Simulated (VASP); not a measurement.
YC2N2, 10 atoms in the cell. Symmetry: P4/mmm, No. 123, tetragonal system. The conventional cell has a = 8.517 Å, b = 8.517 Å, c = 3.746 Å, α = 90.00°, β = 90.00°, γ = 90.00°. Within 3.3 Å of Y (site symmetry 4/mmm) lie 4 C at 2.50 Å. Within 3.1 Å of Y (site symmetry 4/mmm) lie 4 N at 2.35 Å. Within 1.6 Å of C (site symmetry m2m) lie 1 N at 1.17 Å. N (site symmetry m2m) has 1 C at 1.17 Å within 1.6 Å. 

```yaml
Program: VASP 6.6.1
Task: single point
Functional: PBE
Potentials_or_basis: VASP PAW PBE potentials, release 64 (Y_sv, C, N)
Cutoff: 520 eV
k_mesh: 2 × 2 × 6
Occupations: gaussian, width 0.1 eV
Spin: no spin polarisation
Dipole_correction: no
Further_INCAR_settings: ALGO = Normal; EDIFF = 1e-07; NBANDS = 40
```

Potentials or basis: VASP PAW PBE potentials, release 64 (Y_sv, C, N).

The run is started by

```sh
$ cat potpaw_PBE.64/Y_sv/POTCAR potpaw_PBE.64/C/POTCAR potpaw_PBE.64/N/POTCAR > POTCAR
$ mpirun -np 1 vasp_std > vasp.out
```

Hardware: 1 thread of AMD EPYC 7R13 Processor (Zen 3), on a shared host.

Q: How long does it take, and how much memory?

A: Wall time 2.5 min on 1 thread of AMD EPYC 7R13 Processor (Zen 3), with other jobs on the host, peak memory 0.36 GiB. Counts: scf iterations 19, k points 12.
